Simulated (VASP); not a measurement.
Runs of VASP 6.6.1 on Nb. The structure is that of space group Pm-3m (No. 221), or close to it. The cells are those of the table. This isn't the form of Nb at room conditions, which is bcc.

```csv
task,level,cell,cutoff (eV),share of exact exchange,screening parameter,gap on the mesh (eV),pressure (GPa),relaxed volume (Å³/atom)
relaxation of cell and atoms,B3LYP,"relaxed from a = 2.720 Å, 1 atom",600,0.2,-,none,0.0,(a)
relaxation of cell and atoms,HSE06,"relaxed from a = 2.720 Å, 1 atom",600,0.25,0.2079 1/Å,none,0.0,20.90
single point,PBE0,"a = 2.733 Å, 1 atom",520,0.25,-,none,-0.6,-
relaxation of cell and atoms,PBE-based screened hybrid with 25 % exact exchange,"relaxed from a = 2.720 Å, 1 atom",600,0.25,0.3 1/Å,none,0.0,20.86
relaxation of cell and atoms,PBE0,"relaxed from a = 2.720 Å, 1 atom",600,0.25,-,none,0.0,20.33
single point,PBEsol-based global hybrid with 25 % exact exchange,"a = 2.720 Å, 1 atom",520,0.25,-,none,(b),-
single point,PBE0,"a = 2.720 Å, 1 atom",520,0.25,-,none,1.4,-
```

Alike in all rows: potentials or basis VASP PAW PBE potentials, release 64 (Nb_sv); no spin polarisation; k mesh 5 × 5 × 5; smearing fermi-dirac 0.05 eV.

Task: Fill in the values left out.

Result: (a) 21.21; (b) -2.3.

Caveats: all runs use coarse meshes; the PAW data sets were made with another functional, which shifts forces and pressure a little.

A k mesh can miss the band edges, and the runs leave out spin-orbit coupling on Nb.

A gap of «none» marks levels without a gap at the run's occupations.
